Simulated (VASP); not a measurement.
# TiSi16 (a cell with a defect) in VASP: a series of runs

Runs on TiSi16 (a cell with a defect). Level: PBE+D3(BJ). Tasks: single point.

All numbers are computed with VASP 6.6.1; they aren't measurements. Logs are shortened: lines on timing, memory, paths and dates and some standing lists are left out, and cuts for length are marked.

## Step 1: The cell of the first run

The cell holds a defect, 17 atoms: a = 7.679 Å, b = 7.679 Å, c = 7.679 Å, α = 60.00°, β = 60.00°, γ = 60.00°.

## Step 2: Single point, PBE+D3(BJ)

Contents of INCAR:

```
PREC = Accurate
ENCUT = 520
EDIFF = 1E-6
ISMEAR = -1
SIGMA = 0.02
LREAL = Auto
LASPH = True
NELM = 100
ALGO = Normal
ISIF = 2
LWAVE = False
LCHARG = False
GGA = PE
IVDW = 12
NBANDS = 52
```

Contents of KPOINTS:

```
Automatic mesh
0
Gamma
  2 2 2
```

Contents of POSCAR:

```
TiSi16
1.0
    0.0000000000      5.4300000000      5.4300000000
    5.4300000000      0.0000000000      5.4300000000
    5.4300000000      5.4300000000      0.0000000000
Si Ti
16 1
Direct
   -0.0123878453      0.0037482505      0.0035534070
    0.1220419890      0.1277576427      0.1275314917
    0.0019342541     -0.0049495396      0.5007813996
    0.1218621547      0.1277706262      0.6213011971
    0.0019598527      0.5009883978     -0.0052020258
    0.1219638122      0.6214030387      0.1275571823
    0.0018656538      0.5009954880      0.5008109576
    0.1255942910      0.6244732965      0.6242055249
    0.5046604972      0.0035814917      0.0033897790
    0.6248872007      0.1245956722      0.1247402394
    0.5043558932      0.0037004604      0.4873142726
    0.6288197974      0.1277448435      0.6211188766
    0.5044477901      0.4872376611      0.0035965930
    0.6288338858      0.6212174954      0.1275349908
    0.4961668508      0.5009436464      0.5007640884
    0.6286444751      0.6212382136      0.6212378453
    0.3751384899      0.8745907919      0.8745661142
```

Potentials or basis: VASP PAW PBE potentials, release 64 (Si, Ti_sv).

On the command line:

```
$ cat potpaw_PBE.64/Si/POTCAR potpaw_PBE.64/Ti_sv/POTCAR > POTCAR
$ mpirun -np 1 vasp_std > vasp.out
```

OUTCAR:

```text
PREC = Accurate
   ENCUT = 520
   EDIFF = 1E-6
   ISMEAR = -1
   LREAL = Auto
   LASPH = True
   NELM = 100
   ISIF = 2
   GGA = PE
   IVDW = 12
 IVDW          = 12

 ion  position               nearest neighbor table
   1  0.988  0.004  0.004-  10 2.27   4 2.40   6 2.40   2 2.40  17 2.43
   2  0.122  0.128  0.128-   5 2.34   3 2.34   1 2.40   9 2.40  17 2.75
   3  0.002  0.995  0.501-   8 2.32  12 2.34   4 2.34   2 2.34
   4  0.122  0.128  0.621-   3 2.34   7 2.34   1 2.40  11 2.40  17 2.75
   5  0.002  0.501  0.995-   8 2.32  14 2.34   6 2.34   2 2.34
   6  0.122  0.621  0.128-   5 2.34   7 2.34   1 2.40  13 2.40  17 2.75
   7  0.002  0.501  0.501-   8 2.32  16 2.34   4 2.34   6 2.34
   8  0.126  0.624  0.624-  15 2.32   3 2.32   5 2.32   7 2.32
   9  0.505  0.004  0.003-  10 2.27  12 2.40  14 2.40   2 2.40  17 2.43
  10  0.625  0.125  0.125-  11 2.27   9 2.27  13 2.27   1 2.27
  11  0.504  0.004  0.487-  10 2.27  12 2.40  16 2.40   4 2.40  17 2.43
  12  0.629  0.128  0.621-   3 2.34  15 2.34   9 2.40  11 2.40  17 2.75
  13  0.504  0.487  0.004-  10 2.27  14 2.40  16 2.40   6 2.40  17 2.43
  14  0.629  0.621  0.128-   5 2.34  15 2.34  13 2.40   9 2.40  17 2.75
  15  0.496  0.501  0.501-   8 2.32  12 2.34  14 2.34  16 2.34
  16  0.629  0.621  0.621-   7 2.34  15 2.34  13 2.40  11 2.40  17 2.75
  17  0.375  0.875  0.875-  11 2.43   9 2.43  13 2.43   1 2.43   2 2.75   6 2.75   4 2.75  14 2.75
                            16 2.75  12 2.75

  LATTYP: Found a face centered cubic cell.
 ALAT       =    10.8600000000

  Lattice vectors:

 A1 = (   0.0000000000,   5.4300000000,   5.4300000000)
 A2 = (   5.4300000000,   0.0000000000,   5.4300000000)
 A3 = (   5.4300000000,   5.4300000000,   0.0000000000)

Analysis of symmetry for initial positions (statically):
=====================================================================
 Subroutine PRICEL returns:
 Original cell was already a primitive cell.

 Routine SETGRP: Setting up the symmetry group for a
 face centered cubic supercell.

 Subroutine GETGRP returns: Found  1 space group operations
 (whereof  1 operations were pure point group operations)
 out of a pool of 48 trial point group operations.

The static configuration has the point symmetry C_1 .

Analysis of symmetry for dynamics (positions and initial velocities):
=====================================================================
 Subroutine PRICEL returns:
 Original cell was already a primitive cell.

 Routine SETGRP: Setting up the symmetry group for a
 face centered cubic supercell.

 Subroutine GETGRP returns: Found  1 space group operations
 (whereof  1 operations were pure point group operations)
 out of a pool of 48 trial point group operations.

The dynamic configuration has the point symmetry C_1 .

 Subroutine INISYM returns: Found  1 space group operations
 (whereof  1 operations are pure point group operations),
 and found     1 'primitive' translations

----------------------------------------------------------------------------------------

                                     Primitive cell

  volume of cell :     320.2060

  direct lattice vectors                    reciprocal lattice vectors
     0.000000000  5.430000000  5.430000000    -0.092081031  0.092081031  0.092081031
     5.430000000  0.000000000  5.430000000     0.092081031 -0.092081031  0.092081031
     5.430000000  5.430000000  0.000000000     0.092081031  0.092081031 -0.092081031

  length of vectors
     7.679179644  7.679179644  7.679179644     0.159489025  0.159489025  0.159489025

  position of ions in fractional coordinates (direct lattice)
     0.987612155  0.003748251  0.003553407
     0.122041989  0.127757643  0.127531492
     0.001934254  0.995050460  0.500781400
     0.121862155  0.127770626  0.621301197
     0.001959853  0.500988398  0.994797974
     0.121963812  0.621403039  0.127557182
[... 9 lines left out ...]
     0.628644475  0.621238214  0.621237845
     0.375138490  0.874590792  0.874566114

  ion indices of the primitive-cell ions
   primitive index   ion index
                 1           1
                 2           2
                 3           3
                 4           4
                 5           5
                 6           6
[... 9 lines left out ...]
                16          16
                17          17

----------------------------------------------------------------------------------------

 KPOINTS: Automatic mesh

Automatic generation of k-mesh.
 Grid dimensions read from file:
 generate k-points for:    2    2    2

 Generating k-lattice:

  Cartesian coordinates                     Fractional coordinates (reciprocal lattice)
    -0.046040516  0.046040516  0.046040516     0.500000000  0.000000000  0.000000000
     0.046040516 -0.046040516  0.046040516     0.000000000  0.500000000  0.000000000
     0.046040516  0.046040516 -0.046040516     0.000000000  0.000000000  0.500000000

  Length of vectors
     0.079744512  0.079744512  0.079744512

  Shift w.r.t. Gamma in fractional coordinates (k-lattice)
     0.000000000  0.000000000  0.000000000

 Subroutine IBZKPT returns following result:
 ===========================================

 Found      8 irreducible k-points:

 Following reciprocal coordinates:
            Coordinates               Weight
  0.000000  0.000000  0.000000      1.000000
  0.500000  0.000000  0.000000      1.000000
  0.000000  0.500000  0.000000      1.000000
  0.000000  0.000000  0.500000      1.000000
  0.500000  0.500000  0.500000      1.000000
  0.500000  0.500000  0.000000      1.000000
  0.000000  0.500000  0.500000      1.000000
  0.500000  0.000000  0.500000      1.000000
   k-points           NKPTS =      8   k-points in BZ     NKDIM =      8   number of bands    NBANDS=     52
   number of dos      NEDOS =    301   number of ions     NIONS =     17
   total plane-waves  NPLWV = 216000
   dimension x,y,z NGX =    60 NGY =   60 NGZ =   60
   dimension x,y,z NGXF=   120 NGYF=  120 NGZF=  120
   ions per type =              16   1
   NGX,Y,Z   is equivalent  to a cutoff of  12.99, 12.99, 12.99 a.u.
   NGXF,Y,Z  is equivalent  to a cutoff of  25.98, 25.98, 25.98 a.u.
 SYSTEM =  unknown system
   PREC   = accura    normal or accurate (medium, high low for compatibility)
   ISTART =      0    job   : 0-new  1-cont  2-samecut
   ICHARG =      2    charge: 1-file 2-atom 10-const
   ISPIN  =      1    spin polarized calculation?
   LNONCOLLINEAR =      F non collinear calculations
   LSORBIT =      F    spin-orbit coupling
   LASPH  =      T    aspherical Exc in radial PAW
   ENCUT  =  520.0 eV  38.22 Ry    6.18 a.u.  14.28 14.28 14.28*2*pi/ulx,y,z
   NELM   =    100;   NELMIN=  2; NELMDL= -5     # of ELM steps
   EDIFF  = 0.1E-05   stopping-criterion for ELM
   LREAL  =      T    real-space projection
   EDIFFG = 0.1E-04   stopping-criterion for IOM
   NSW    =      0    number of steps for IOM
[... 5 lines left out ...]
   TEBEG  =    0.0;   TEEND  =   0.0 temperature during run
   PSTRESS=    0.0 pullay stress
   NELECT =      76.0000    total number of electrons
   NUPDOWN=      -1.0000    fix difference up-down
   EMIN   =  10.00;   EMAX   =-10.00  energy-range for DOS
   EFERMI =   0.00;   METHOD = LEGACY
   ISMEAR =    -1;   SIGMA  =   0.02  broadening in eV -4-tet -1-fermi 0-gaus
   EFERMI_NEDOS =   21; number of points for ismear=-14 and -15
   IALGO  =     38    algorithm
   IMIX   =      4    mixing-type and parameters
     AMIX     =   0.40;   BMIX     =  1.00
     AMIX_MAG =   1.60;   BMIX_MAG =  1.00
  volume/ion in A,a.u.               =      18.84       127.11
  Fermi-wavevector in a.u.,A,eV,Ry     =   1.013607  1.915439 13.978610  1.027399
  Thomas-Fermi vector in A             =   2.146786
   LORBIT       =      0    0 simple, 1 ext, 2 COOP (PROOUT), +10 PAW based schemes
   GGA     = PE    functional components
   LHFCALC =     F    Hartree Fock is set to
   AEXX    =    0.0000 exact exchange contribution
   IVDW    =    12    specifies the selected vdW correction
   LEPSILON=     F    determine dielectric tensor
   LRPA    =     F    only Hartree local field effects (RPA)
 non-spin polarized calculation
  energy-cutoff  :      520.00
  volume of cell :      320.21
 maximum number of plane-waves:      8646
 NGX is ok and might be reduce to    60
   NGX = 29   NGY = 29   NGZ = 29

 number of electron      75.9999998 magnetization

 Free energy of the ion-electron system (eV)
  ---------------------------------------------------
  ext. energy  EPLUGINS =         0.00000000
  ---------------------------------------------------
  free energy    TOTEN  =       -92.21425514 eV

  energy without entropy =      -92.18973415  energy(sigma->0) =      -92.20199464

 E-fermi :   6.9311     XC(G=0):  -9.7514

 val. band max:        6.8927559055   @ k =   0.0000   0.5000   0.5000
 cond. band min:       6.9591218723   @ k =   0.0000   0.5000   0.0000
 fundamental gap:      0.0663659668
 Fermi energy:         6.9311452359

 k-point     1 :       0.0000    0.0000    0.0000
  band No.  band energies     occupation
      1     -49.8789      2.00000
      2     -26.2530      2.00000
      3     -26.2512      2.00000
      4     -26.2502      2.00000
      5      -5.7210      2.00000
      6      -3.5134      2.00000
[... 42 lines left out ...]
     49       8.1719      0.00000
     50       8.4821      0.00000

 k-point     2 :       0.5000    0.0000    0.0000
  band No.  band energies     occupation
      1     -49.8789      2.00000
      2     -26.2530      2.00000
      3     -26.2512      2.00000
      4     -26.2502      2.00000
      5      -5.0136      2.00000
      6      -4.8013      2.00000
[... 42 lines left out ...]
     49       9.2738      0.00000
     50       9.8906      0.00000

 k-point     3 :       0.0000    0.5000    0.0000
  band No.  band energies     occupation
      1     -49.8789      2.00000
      2     -26.2530      2.00000
      3     -26.2512      2.00000
      4     -26.2502      2.00000
      5      -5.0135      2.00000
      6      -4.8015      2.00000
[... 254 lines left out ...]
     49       9.8755      0.00000
     50      10.5393      0.00000

 k-point     8 :       0.5000    0.0000    0.5000
  band No.  band energies     occupation
      1     -49.8789      2.00000
      2     -26.2530      2.00000
      3     -26.2512      2.00000
      4     -26.2502      2.00000
      5      -4.6923      2.00000
      6      -4.6026      2.00000
[... 42 lines left out ...]
     49       9.8753      0.00000
     50      10.5377      0.00000
 [bands above 50 left out]

------------------------ aborting loop because EDIFF is reached ----------------------------------------

 Edisp (eV)   -5.83782

 E8    (eV) :    -2.4422

  FORCE on cell =-STRESS in cart. coord.  units (eV):
  Direction    XX          YY          ZZ          XY          YZ          ZX
  --------------------------------------------------------------------------------------
  -------------------------------------------------------------------------------------
  Total       1.91026     1.87784     1.87612     0.00126     0.02377     0.00459
  in kB       9.55816     9.39592     9.38730     0.00632     0.11893     0.02296
  external pressure =        9.45 kB  Pullay stress =        0.00 kB

 VOLUME and BASIS-vectors are now :
 -----------------------------------------------------------------------------
  energy-cutoff  :      520.00
  volume of cell :      320.21
      direct lattice vectors                 reciprocal lattice vectors
     0.000000000  5.430000000  5.430000000    -0.092081031  0.092081031  0.092081031
     5.430000000  0.000000000  5.430000000     0.092081031 -0.092081031  0.092081031
     5.430000000  5.430000000  0.000000000     0.092081031  0.092081031 -0.092081031

 POSITION                                       TOTAL-FORCE (eV/Angst)
 -----------------------------------------------------------------------------------
      0.03965      5.38203      5.38309         0.000893     -0.002276     -0.002431
      1.38622      1.35518      1.35641         0.002731      0.000595      0.000148
      8.12237      2.72975      5.41363        -0.002478      0.000596      0.000295
      4.06746      4.03538      1.35551         0.002045      0.000515      0.001593
      8.12212      5.41240      2.73101        -0.002910     -0.000719      0.001381
      4.06685      1.35490      4.03648         0.002212      0.001986     -0.000641
[... 9 lines left out ...]
      6.74664      6.78686      6.78686         0.000457      0.000219      0.000565
      9.49792      6.78590      6.78603        -0.006601     -0.003033     -0.001281
 -----------------------------------------------------------------------------------
    total drift:                                0.000186     -0.003280     -0.001464

  FREE ENERGIE OF THE ION-ELECTRON SYSTEM (eV)
  ---------------------------------------------------
  free  energy   TOTEN  =       -98.0520773132 eV

  energy  without entropy=      -98.0275563165  energy(sigma->0) =      -98.03981681
```

Wall time 7.9 min (1 thread of Intel Xeon 8259CL, shared host); peak memory 0.49 GiB.

What came out:

```yaml
Free_energy: -98.0521 eV
Pressure: 0.9 GPa
Largest_force: 0.007 eV/Å
Band_gap_on_the_k_mesh: zero (bands 38 and 39 overlap by 0.43 eV)
Dispersion_energy_per_atom: -0.343 eV
```

Forces on the atoms (eV/Å):
```
Si   0.001 -0.002 -0.002
Si   0.003  0.001  0.000
Si  -0.002  0.001  0.000
Si   0.002  0.001  0.002
Si  -0.003 -0.001  0.001
Si   0.002  0.002 -0.001
Si   0.001 -0.001  0.000
Si   0.004  0.001 -0.001
Si   0.000 -0.001 -0.001
Si   0.004  0.002  0.004
Si  -0.006 -0.002  0.000
Si   0.002 -0.001  0.000
Si  -0.006  0.001 -0.003
Si   0.002  0.001 -0.001
Si   0.002  0.001  0.001
Si   0.000  0.000  0.001
Ti  -0.007 -0.003 -0.001
```

Caveat: the k points lie up to 0.50 Å⁻¹ apart.

## Step 3: Single point, PBE+D3(BJ)

Contents of INCAR:

```
SYSTEM = TiSi16
  PREC = Accurate
  ENCUT = 520
  EDIFF = 1E-6
  ISMEAR = -1
  SIGMA = 0.02
  LREAL = Auto
  LASPH = .True.
  NELM = 100
  ALGO = Normal
  ISIF = 2
  LWAVE = .False.
  LCHARG = .True.
  GGA = PE
  IVDW = 12
  LELF = .True.
  LVHAR = .True.
  NBANDS = 52
```

Contents of KPOINTS:

```
regular mesh
0
Gamma
  2 2 2
  0 0 0
```

Contents of POSCAR:

```
TiSi16
1.0
    0.0000000000      5.4300000000      5.4300000000
    5.4300000000      0.0000000000      5.4300000000
    5.4300000000      5.4300000000      0.0000000000
Si Ti
16 1
Direct
   -0.0001672192     -0.0000587477      0.0008480663
    0.1234651934      0.1235574586      0.1242397790
    0.0032666667      0.0033241252      0.4974966851
    0.1234813076      0.1235838858      0.6302334254
    0.0035471455      0.4967497238      0.0037338858
    0.1235538674      0.6293606814      0.1243308471
    0.0034965009      0.4967567219      0.4975732965
    0.1377443831      0.6208307551      0.6215020258
    0.4966590239      0.0036118785      0.0037417127
    0.6292513812      0.1236559853      0.1243298343
    0.4966400552      0.0035862799      0.4975671271
    0.6207560773      0.1377772560      0.6214973297
    0.4966749540      0.4967861878      0.0040211786
    0.6209959484      0.6210655617      0.1376519337
    0.5004936464      0.5005135359      0.5001855433
    0.6209174954      0.6210390424      0.6217852670
    0.7502274401      0.7502821363      0.7504644567
```

Potentials or basis: VASP PAW PBE potentials, release 64 (Si, Ti_sv).

On the command line:

```
$ cat potpaw_PBE.64/Si/POTCAR potpaw_PBE.64/Ti_sv/POTCAR > POTCAR
$ mpirun -np 1 vasp_std > vasp.out
```

Run time: 6.8 min. Hardware: 1 thread of Intel Xeon 8259CL, shared host; peak memory 0.49 GiB.

The run converged. Its results:

```yaml
Free_energy: -98.0515 eV
Pressure: 0.9 GPa
Largest_force: 0.007 eV/Å
Band_gap_on_the_k_mesh: zero (bands 38 and 39 overlap by 0.43 eV)
Dispersion_energy_per_atom: -0.343 eV
```

Forces on the atoms (eV/Å):
```
Si   0.000  0.000  0.002
Si  -0.003 -0.003 -0.002
Si  -0.002 -0.001  0.000
Si   0.003  0.003 -0.003
Si  -0.001  0.001 -0.001
Si   0.003 -0.004  0.000
Si  -0.001 -0.002  0.000
Si  -0.002  0.005  0.004
Si   0.002 -0.001 -0.001
Si  -0.004  0.003  0.000
Si  -0.003 -0.001  0.000
Si   0.005 -0.002  0.003
Si  -0.001 -0.001 -0.001
Si   0.003  0.003 -0.001
Si  -0.002 -0.002 -0.004
Si  -0.001 -0.001  0.000
Ti   0.005  0.004  0.003
```

Levels at points of the mesh, in eV from the Fermi level:
```
           k point  band 35  band 36  band 37  band 38  band 39  band 40
(0.00, 0.00, 0.00)    -0.99    -0.99    -0.41    -0.40    -0.40    -0.10
(0.50, 0.00, 0.00)    -1.37    -1.37    -0.28     0.03     0.03     0.44
(0.00, 0.50, 0.00)    -1.37    -1.37    -0.28     0.03     0.03     0.44
(0.00, 0.00, 0.50)    -1.37    -1.37    -0.28     0.03     0.03     0.44
(0.50, 0.50, 0.50)    -1.37    -1.37    -0.28     0.03     0.03     0.44
(0.50, 0.50, 0.00)    -2.00    -1.88    -0.71    -0.04     0.57     0.57
(0.00, 0.50, 0.50)    -2.00    -1.88    -0.71    -0.04     0.57     0.57
(0.50, 0.00, 0.50)    -2.00    -1.88    -0.71    -0.04     0.57     0.57
```

Caveat: the k points lie up to 0.50 Å⁻¹ apart.

(Part 1 of 2 ends here.)

The gap in the log of VASP goes by the Fermi energy; the results here count the filled bands.